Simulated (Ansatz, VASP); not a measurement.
Na4Au in VASP and in Ansatz

```xyz
5
Lattice="4.8154 0.0000 0.0000 -2.4077 4.1703 0.0000 0.0000 0.0000 9.7747" Properties=species:S:1:pos:R:3 pbc="T T T"
Na    0.0000    2.7802    0.0000
Na    2.4077    1.3901    0.0000
Na    2.4077    1.3901    6.4405
Na    2.4077    1.3901    3.3342
Au    0.0000    2.7802    4.8873
```

Alike in both runs: functional PBE; k mesh 6 × 6 × 2; occupations gaussian, width 0.1 eV; no spin polarisation.

Ansatz relaxed the structure, and its values are those at the end. VASP's run is a single point on that final structure, the one shown.

|  | VASP | Ansatz |
| --- | --- | --- |
| version | VASP 6.6.1 | Ansatz 0.2.0 |
| potentials or method | VASP PAW PBE potentials, release 64 (Na_pv, Au), cutoff 520 eV | scalar-relativistic, plane waves, PAW |
| valence electrons in the cell | 39 | 55 |

|  | VASP | Ansatz | Ansatz less VASP |
| --- | --- | --- | --- |
| gap on the k mesh at the Fermi level (eV) | none | none | - |
| pressure (GPa) | 0.0 | 0.0 | +0.01 |
| rms of the force components (eV/Å) | 0.004 | 0.004 | +0.0002 |

A gap of «none» marks a metal or a gap that the smearing closes. VASP's potentials hold 39 valence electrons a cell and Ansatz's 55, so a difference there can come from the potentials and not from the codes.

Spin-orbit coupling is off throughout.
